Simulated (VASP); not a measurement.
# LiCl: single point with PBE

Crystal: LiCl.

```
CELL_PARAMETERS angstrom
0.00000 2.55604 2.60716
2.55604 0.00000 2.60716
2.55604 2.55604 0.00000
ATOMIC_POSITIONS crystal
Li 0.00000 0.00000 0.00000
Cl 0.50000 0.50000 0.50000
```

This cell differs from its parent crystal: uniaxial z strain +2.0%.

```yaml
Program: VASP 6.6.1
Task: single point
Functional: PBE
Potentials_or_basis: VASP PAW PBE potentials, release 64 (Li_sv, Cl)
Cutoff: 520 eV
k_mesh: 8 × 8 × 8
Occupations: fermi-dirac, width 0.02 eV
Spin: no spin polarisation
Dipole_correction: no
Further_INCAR_settings: ALGO = Normal; EDIFF = 1e-06; NBANDS = 12
```

* Band gap on the k mesh: 6.25 eV, direct

Levels at points of the mesh, in eV from the valence-band top:
| k point | band 2 | band 3 | band 4 | band 5 | band 6 | band 7 | band 8 | band 9 |
| --- | --- | --- | --- | --- | --- | --- | --- | --- |
| (0.00, 0.00, 0.00) | -13.40 | -0.05 | -0.05 | 0.00 | 6.25 | 11.79 | 11.96 | 11.96 |
| (0.50, 0.00, 0.00) | -12.84 | -2.81 | -0.31 | -0.26 | 6.71 | 9.39 | 9.54 | 12.85 |
| (0.50, 0.50, 0.00) | -12.63 | -2.88 | -1.08 | -1.08 | 7.86 | 8.33 | 12.14 | 14.11 |
| (0.50, 0.00, 0.50) | -12.59 | -2.88 | -1.20 | -1.07 | 7.82 | 8.25 | 12.42 | 13.77 |

Run time: 9.4 s on 1 thread of Intel(R) Xeon(R) 6975P-C (Granite Rapids) (shared host), peak memory 0.15 GiB.

Caveat: the cell differs from its parent crystal (uniaxial z strain +2.0%). A k mesh can miss the band edges.
